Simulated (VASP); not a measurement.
# W in VASP: a series of runs

The runs below take W through single point, with LDA.

Program: VASP 6.6.1. These are calculated values, not measurements. Logs are shortened: lines on timing, memory, paths and dates and some standing lists are left out, and cuts for length are marked.

### Step 1. The cell of the first run

The cell holds a slab with vacuum, 4 atoms: a = 2.809 Å, b = 3.973 Å, c = 19.407 Å, α = 90.00°, β = 90.00°, γ = 90.00°.

### Step 2. Single point, LDA

INCAR

```
  PREC = Accurate
  ENCUT = 400
  EDIFF = 1E-6
  ISMEAR = 0
  SIGMA = 0.1
  LREAL = False
  LASPH = True
  NELM = 120
  ALGO = Normal
  ISIF = 2
  LWAVE = False
  LCHARG = True
  LDIPOL = True
  IDIPOL = 3
  DIPOL = 0.5 0.5 0.311
  LELF = True
  LVHAR = True
  LVACPOTAV = True
  NBANDS = 36
  GGA_COMPAT = False
  NELMDL = -8
```

KPOINTS

```
Automatic mesh
0
Gamma
  9 7 1
```

POSCAR

```
W
1.0
    2.8093052383      0.0000000000      0.0000000000
    0.0000000000      3.9729575688      0.0000000000
    0.0000000000      0.0000000000     19.4074369602
W
4
Direct
    0.5000000000      0.5000000000      0.2061065564
    0.0000000000      0.0000000000      0.2784835849
    0.5000000000      0.5000000000      0.3501454747
    0.0000000000      0.0000000000      0.4074436504
```

Potentials or basis: VASP PAW LDA potentials, release 64 (W_sv).

Started as:

```sh
> cat potpaw_LDA.64/W_sv/POTCAR > POTCAR
> mpirun -np 1 vasp_std > vasp.out
```

OUTCAR:

```text
PREC = Accurate
   ENCUT = 400
   EDIFF = 1E-6
   ISMEAR = 0
   LREAL = False
   LASPH = True
   NELM = 120
   ISIF = 2
   NELMDL = -8

 ion  position               nearest neighbor table
   1  0.500  0.500  0.206-   3 2.80   2 2.81   2 2.81   2 2.81   2 2.81
   2  0.000  0.000  0.278-   4 2.50   3 2.80   3 2.80   3 2.80   3 2.80   1 2.81   1 2.81   1 2.81
                             1 2.81
   3  0.500  0.500  0.350-   4 2.68   4 2.68   4 2.68   4 2.68   1 2.80   2 2.80   2 2.80   2 2.80
                             2 2.80
   4  0.000  0.000  0.407-   2 2.50   3 2.68   3 2.68   3 2.68   3 2.68

  LATTYP: Found a simple orthorhombic cell.
 ALAT       =     2.8093052383
 B/A-ratio  =     1.4142135624
 C/A-ratio  =     6.9082692388

  Lattice vectors:

 A1 = (   2.8093052383,   0.0000000000,   0.0000000000)
 A2 = (   0.0000000000,   3.9729575688,   0.0000000000)
 A3 = (   0.0000000000,   0.0000000000,  19.4074369602)

Analysis of symmetry for initial positions (statically):
=====================================================================
 Subroutine PRICEL returns:
 Original cell was already a primitive cell.

 Routine SETGRP: Setting up the symmetry group for a
 simple orthorhombic supercell.

 Subroutine GETGRP returns: Found  4 space group operations
 (whereof  4 operations were pure point group operations)
 out of a pool of  8 trial point group operations.

The static configuration has the point symmetry C_2v.

Analysis of symmetry for dynamics (positions and initial velocities):
=====================================================================
 Subroutine PRICEL returns:
 Original cell was already a primitive cell.

 Routine SETGRP: Setting up the symmetry group for a
 simple orthorhombic supercell.

 Subroutine GETGRP returns: Found  4 space group operations
 (whereof  4 operations were pure point group operations)
 out of a pool of  8 trial point group operations.

The dynamic configuration has the point symmetry C_2v.

 Subroutine INISYM returns: Found  4 space group operations
 (whereof  4 operations are pure point group operations),
 and found     1 'primitive' translations

----------------------------------------------------------------------------------------

                                     Primitive cell

  volume of cell :     216.6113

  direct lattice vectors                    reciprocal lattice vectors
     2.809305238  0.000000000  0.000000000     0.355959896  0.000000000  0.000000000
     0.000000000  3.972957569  0.000000000     0.000000000  0.251701656  0.000000000
     0.000000000  0.000000000 19.407436960     0.000000000  0.000000000  0.051526639

  length of vectors
     2.809305238  3.972957569 19.407436960     0.355959896  0.251701656  0.051526639

  position of ions in fractional coordinates (direct lattice)
     0.500000000  0.500000000  0.206106556
     0.000000000  0.000000000  0.278483585
     0.500000000  0.500000000  0.350145475
     0.000000000  0.000000000  0.407443650

  ion indices of the primitive-cell ions
   primitive index   ion index
                 1           1
                 2           2
                 3           3
                 4           4

----------------------------------------------------------------------------------------

 KPOINTS: Automatic mesh

Automatic generation of k-mesh.
 Grid dimensions read from file:
 generate k-points for:    9    7    1

 Generating k-lattice:

  Cartesian coordinates                     Fractional coordinates (reciprocal lattice)
     0.039551100  0.000000000  0.000000000     0.111111111  0.000000000  0.000000000
     0.000000000  0.035957379  0.000000000     0.000000000  0.142857143  0.000000000
     0.000000000  0.000000000  0.051526639     0.000000000  0.000000000  1.000000000

  Length of vectors
     0.039551100  0.035957379  0.051526639

  Shift w.r.t. Gamma in fractional coordinates (k-lattice)
     0.000000000  0.000000000  0.000000000

 Subroutine IBZKPT returns following result:
 ===========================================

 Found     20 irreducible k-points:

 Following reciprocal coordinates:
            Coordinates               Weight
  0.000000  0.000000  0.000000      1.000000
  0.111111  0.000000  0.000000      2.000000
  0.222222  0.000000  0.000000      2.000000
  0.333333  0.000000  0.000000      2.000000
  0.444444  0.000000  0.000000      2.000000
  0.000000  0.142857  0.000000      2.000000
[... 12 lines left out ...]
  0.333333  0.428571  0.000000      4.000000
  0.444444  0.428571  0.000000      4.000000
   k-points           NKPTS =     20   k-points in BZ     NKDIM =     20   number of bands    NBANDS=     36
   number of dos      NEDOS =    301   number of ions     NIONS =      4
   total plane-waves  NPLWV =  64512
   dimension x,y,z NGX =    18 NGY =   28 NGZ =  128
   dimension x,y,z NGXF=    36 NGYF=   56 NGZF=  256
   ions per type =               4
   NGX,Y,Z   is equivalent  to a cutoff of  10.65, 11.72, 10.96 a.u.
   NGXF,Y,Z  is equivalent  to a cutoff of  21.30, 23.43, 21.93 a.u.
 SYSTEM =  unknown system
   PREC   = accura    normal or accurate (medium, high low for compatibility)
   ISTART =      0    job   : 0-new  1-cont  2-samecut
   ICHARG =      2    charge: 1-file 2-atom 10-const
   ISPIN  =      1    spin polarized calculation?
   LNONCOLLINEAR =      F non collinear calculations
   LSORBIT =      F    spin-orbit coupling
   LASPH  =      T    aspherical Exc in radial PAW
   ENCUT  =  400.0 eV  29.40 Ry    5.42 a.u.   4.58  6.48 31.65*2*pi/ulx,y,z
   NELM   =    120;   NELMIN=  2; NELMDL= -8     # of ELM steps
   EDIFF  = 0.1E-05   stopping-criterion for ELM
   LREAL  =      F    real-space projection
   EDIFFG = 0.1E-04   stopping-criterion for IOM
   NSW    =      0    number of steps for IOM
   IBRION =     -1    ionic relax: 0-MD 1-quasi-New 2-CG
   NFREE  =      0    steps in history (QN), initial steepest desc. (CG)
   ISIF   =      2    stress and relaxation
   ISYM   =      2    0-nonsym 1-usesym 2-fastsym
   POTIM  = 0.5000    time-step for ionic-motion
   TEBEG  =    0.0;   TEEND  =   0.0 temperature during run
   PSTRESS=    0.0 pullay stress
   NELECT =      56.0000    total number of electrons
   NUPDOWN=      -1.0000    fix difference up-down
   EMIN   =  10.00;   EMAX   =-10.00  energy-range for DOS
   EFERMI =   0.00;   METHOD = LEGACY
   ISMEAR =     0;   SIGMA  =   0.10  broadening in eV -4-tet -1-fermi 0-gaus
   EFERMI_NEDOS =   21; number of points for ismear=-14 and -15
   IALGO  =     38    algorithm
   IMIX   =      4    mixing-type and parameters
     AMIX     =   0.40;   BMIX     =  1.00
     AMIX_MAG =   1.60;   BMIX_MAG =  1.00
  volume/ion in A,a.u.               =      54.15       365.44
  Fermi-wavevector in a.u.,A,eV,Ry     =   1.042903  1.970800 14.798325  1.087646
  Thomas-Fermi vector in A             =   2.177588
   LORBIT       =      0    0 simple, 1 ext, 2 COOP (PROOUT), +10 PAW based schemes
   GGA     = CA    functional components
   LHFCALC =     F    Hartree Fock is set to
   AEXX    =    0.0000 exact exchange contribution
   IVDW    =     0    specifies the selected vdW correction
   LEPSILON=     F    determine dielectric tensor
   LRPA    =     F    only Hartree local field effects (RPA)
 non-spin polarized calculation
 Gauss-broadening in eV      SIGMA  =   0.10
  energy-cutoff  :      400.00
  volume of cell :      216.61
 maximum number of plane-waves:      3965
   NGX =  9   NGY = 13   NGZ = 63

 dipolmoment           0.000000      0.000000     -0.000574 electrons x Angstroem

 number of electron      56.0000010 magnetization

 dipolmoment           0.000000      0.000000      0.012755 electrons x Angstroem

 Free energy of the ion-electron system (eV)
  ---------------------------------------------------
  ext. energy  EPLUGINS =         0.00000000
  ---------------------------------------------------
  free energy    TOTEN  =       -49.84181856 eV

  energy without entropy =      -49.80950189  energy(sigma->0) =      -49.82566023

 E-fermi :   0.1685     XC(G=0):  -5.2036

 val. band max:        0.1638404293   @ k =   0.0000   0.1429   0.0000
 cond. band min:       0.1754854245   @ k =   0.0000   0.4286   0.0000
 fundamental gap:      0.0116449952
 Fermi energy:         0.1685214730

 k-point     1 :       0.0000    0.0000    0.0000
  band No.  band energies     occupation
      1     -73.2686      2.00000
      2     -73.0563      2.00000
      3     -72.9264      2.00000
      4     -72.8255      2.00000
      5     -38.1672      2.00000
      6     -38.0816      2.00000
[... 28 lines left out ...]
     35       2.7640      0.00000
     36       3.1070      0.00000

 k-point     2 :       0.1111    0.0000    0.0000
  band No.  band energies     occupation
      1     -73.2626      2.00000
      2     -73.0471      2.00000
      3     -72.9215      2.00000
      4     -72.8248      2.00000
      5     -38.1217      2.00000
      6     -38.0844      2.00000
[... 28 lines left out ...]
     35       2.5176      0.00000
     36       3.1668      0.00000

 k-point     3 :       0.2222    0.0000    0.0000
  band No.  band energies     occupation
      1     -73.2476      2.00000
      2     -73.0228      2.00000
      3     -72.9086      2.00000
      4     -72.8242      2.00000
      5     -38.1076      2.00000
      6     -37.9934      2.00000
[... 28 lines left out ...]
     35       2.9322      0.00000
     36       3.4007      0.00000

 k-point     4 :       0.3333    0.0000    0.0000
  band No.  band energies     occupation
      1     -73.2304      2.00000
      2     -72.9933      2.00000
      3     -72.8931      2.00000
      4     -72.8261      2.00000
      5     -38.1715      2.00000
      6     -38.0079      2.00000
[... 28 lines left out ...]
     35       3.2767      0.00000
     36       4.2205      0.00000

 k-point     5 :       0.4444    0.0000    0.0000
  band No.  band energies     occupation
      1     -73.2192      2.00000
      2     -72.9725      2.00000
      3     -72.8817      2.00000
      4     -72.8302      2.00000
      5     -38.2355      2.00000
      6     -38.0971      2.00000
[... 499 lines left out ...]
 k-point    18 :       0.2222    0.4286    0.0000
  band No.  band energies     occupation
      1     -73.2433      2.00000
      2     -72.9977      2.00000
      3     -72.9063      2.00000
      4     -72.8556      2.00000
      5     -38.2338      2.00000
      6     -38.0329      2.00000
[... 28 lines left out ...]
     35       2.7713      0.00000
     36       3.0502      0.00000

 k-point    19 :       0.3333    0.4286    0.0000
  band No.  band energies     occupation
      1     -73.2285      2.00000
      2     -72.9814      2.00000
      3     -72.8911      2.00000
      4     -72.8413      2.00000
      5     -38.1827      2.00000
      6     -38.0969      2.00000
[... 28 lines left out ...]
     35       2.9594      0.00000
     36       3.4314      0.00000

 k-point    20 :       0.4444    0.4286    0.0000
  band No.  band energies     occupation
      1     -73.2188      2.00000
      2     -72.9707      2.00000
      3     -72.8811      2.00000
      4     -72.8320      2.00000
      5     -38.2577      2.00000
      6     -38.2210      2.00000
[... 28 lines left out ...]
     35       3.4711      0.00000
     36       4.1417      0.00000

------------------------ aborting loop because EDIFF is reached ----------------------------------------

  FORCE on cell =-STRESS in cart. coord.  units (eV):
  Direction    XX          YY          ZZ          XY          YZ          ZX
  --------------------------------------------------------------------------------------
  -------------------------------------------------------------------------------------
  Total       -3.6185371     -1.6037164     -2.8868876      0.0000000      0.0000000      0.0000000
  in kB      -26.7647118    -11.8619783    -21.3530252      0.0000000      0.0000000      0.0000000
  external PRESSURE =     -19.9932384 kB  Pullay stress =       0.0000000 kB

 VOLUME and BASIS-vectors are now :
 -----------------------------------------------------------------------------
  energy-cutoff  :      400.00
  volume of cell :      216.61
      direct lattice vectors                 reciprocal lattice vectors
     2.809305238  0.000000000  0.000000000     0.355959896  0.000000000  0.000000000
     0.000000000  3.972957569  0.000000000     0.000000000  0.251701656  0.000000000
     0.000000000  0.000000000 19.407436960     0.000000000  0.000000000  0.051526639

 POSITION                                       TOTAL-FORCE (eV/Angst)
 -----------------------------------------------------------------------------------
      1.40465      1.98648      4.00000         0.000000      0.000000      2.292789
      0.00000      0.00000      5.40465         0.000000      0.000000     -2.390723
      1.40465      1.98648      6.79543         0.000000      0.000000     -0.127359
      0.00000      0.00000      7.90744         0.000000      0.000000      0.225294
 -----------------------------------------------------------------------------------
    total drift:                                0.000000      0.000000      0.000183

  FREE ENERGIE OF THE ION-ELECTRON SYSTEM (eV)
  ---------------------------------------------------
  free  energy   TOTEN  =       -49.8418185614 eV

  energy  without entropy=      -49.8095018918  energy(sigma->0) =      -49.82566023

 vacuum level on the upper side and lower side of the slab         4.712         4.505
```

It took 94 s on 1 thread of Intel Xeon 6975P-C (Granite Rapids), shared host; peak memory 0.23 GiB.

What came out:

- Free energy: -49.8418 eV
- Largest force: 2.391 eV/Å
- Band gap on the k mesh: zero (bands 28 and 29 overlap by 0.69 eV)

Forces in eV/Å, atoms in the order of the input:
```
W    0.000  0.000  2.293
W    0.000  0.000 -2.391
W    0.000  0.000 -0.127
W    0.000  0.000  0.225
```

Caveat: spin-orbit coupling is left out, which moves the levels of the heavy elements.

### Step 3. Single point, LDA

This run uses another cell than the first one.

INCAR

```
SYSTEM = W
PREC = Accurate ; ENCUT = 520
EDIFF = 1E-6 ; ISMEAR = 0
SIGMA = 0.1 ; LREAL = .FALSE.
LASPH = .TRUE. ; NELM = 60
ALGO = Normal ; ISIF = 2
LWAVE = .FALSE. ; LCHARG = .FALSE.
LDIPOL = .TRUE. ; IDIPOL = 3
DIPOL = 0.5 0.5 0.496 ; NBANDS = 36
```

KPOINTS

```
regular mesh
0
G
  10 7 1
  0 0 0
```

POSCAR

```
W
1.0
    2.8093052383      0.0000000000      0.0000000000
    0.0000000000      3.9729575688      0.0000000000
    0.0000000000      0.0000000000     18.2139578574
W
4
Direct
    0.5000000000      0.5000000000      0.3843206433
    0.0000000000      0.0000000000      0.4614402144
    0.5000000000      0.5000000000      0.5377977873
    0.0000000000      0.0000000000      0.5988504561
```

Potentials or basis: VASP PAW LDA potentials, release 64 (W_sv).

Started as:

```sh
> cat potpaw_LDA.64/W_sv/POTCAR > POTCAR
> mpirun -np 1 vasp_std > vasp.out
```

It took 3.4 min on 1 thread of Intel Xeon Platinum 8488C (Sapphire Rapids), shared host; peak memory 0.31 GiB.

It converged, with:

* Free energy: -49.8684 eV
* Largest force: 2.469 eV/Å
* Band gap on the k mesh: zero (bands 28 and 29 overlap by 0.79 eV)

Forces in eV/Å, atoms in the order of the input:
```
W    0.000  0.000  2.269
W    0.000  0.000 -2.469
W    0.000  0.000  0.002
W    0.000  0.000  0.198
```

Levels at points of the mesh, in eV from the Fermi level:
```tsv
k point	band 25	band 26	band 27	band 28	band 29	band 30	band 31	band 32
(0.00, 0.00, 0.00)	-1.00	-0.76	-0.73	-0.08	0.16	0.80	0.94	1.20
(0.50, 0.00, 0.00)	-2.05	-1.83	0.21	0.36	2.01	2.26	2.58	3.05
```

Caveat: spin-orbit coupling is left out, which moves the levels of the heavy elements.
